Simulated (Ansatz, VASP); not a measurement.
## Two plane-wave programs on C8O

```xyz
9
Lattice="2.4650 0.0000 0.0000 -1.2325 2.1347 0.0000 0.0000 0.0000 29.1076" Properties=species:S:1:pos:R:3 pbc="T T T"
C     0.0000    0.0000    8.5000
C     1.2325    0.7116    8.5000
C     0.0000    0.0000   11.8692
C     0.0000    1.4232   11.8692
C     0.0000    0.0000   15.2384
C     1.2325    0.7116   15.2384
C     0.0000    0.0000   18.6076
C     0.0000    1.4232   18.6076
O    -0.3081    0.5337   20.1944
```

Alike in both runs: task single point; functional PBE; dispersion D3(BJ); k mesh 12 × 12 × 1; occupations gaussian, width 0.1 eV; no spin polarisation.

|  | VASP | Ansatz |
| --- | --- | --- |
| version | VASP 6.6.1 | Ansatz 0.2.0 |
| potentials or method | VASP PAW PBE potentials, release 64 (C, O), cutoff 520 eV | scalar-relativistic, plane waves, PAW |
| valence electrons in the cell | 38 | 38 |

|  | VASP | Ansatz | Ansatz less VASP |
| --- | --- | --- | --- |
| gap on the k mesh at the Fermi level (eV) | none | none | - |
| rms of the force components (eV/Å) | 0.893 | 0.916 | +0.0229 |

Atom by atom the forces differ by 0.024 eV/Å (rms over components). A gap of «none» marks a metal or a gap that the smearing closes.
